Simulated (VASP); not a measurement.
Cu, 4 atoms in the cell. It takes space group P6_3/mmc (No. 194, hexagonal). Conventional cell: a = 2.481 Å, b = 2.481 Å, c = 8.155 Å, α = 90.00°, β = 90.00°, γ = 120.00°. Within 3.3 Å of Cu (site symmetry -3m) lie 12 Cu at 2.48 to 2.49 Å. Within 3.3 Å of Cu (site symmetry -6m2) lie 12 Cu at 2.48 to 2.49 Å. This isn't the form of Cu at room conditions, which is fcc.

* Program: VASP 6.6.1
* Task: single point
* Functional: LDA
* Potentials or basis: VASP PAW LDA potentials, release 64 (Cu_sv_GW)
* Cutoff: 820 eV
* k mesh: 11 × 11 × 3
* Occupations: methfessel-paxton, width 0.1 eV
* Spin: no spin polarisation
* Dipole correction: no
* Further INCAR settings: ALGO = Normal; EDIFF = 1e-06; NBANDS = 46

Potentials or basis: VASP PAW LDA potentials, release 64 (Cu_sv_GW).

Run with:

```console
$ cat potpaw_LDA.64/Cu_sv_GW/POTCAR > POTCAR
$ mpirun -np 1 vasp_std > vasp.out
```

Hardware: 1 thread of Intel(R) Xeon(R) Platinum 8375C CPU @ 2.90GHz (Ice Lake), with other jobs on the host.

Question: Estimate the wall time of this run.

Answer: Run time: 2.2 min on 1 thread of Intel(R) Xeon(R) Platinum 8375C CPU @ 2.90GHz (Ice Lake), with other jobs on the host, peak memory 0.23 GiB. Counts: scf iterations 15, k points 32.
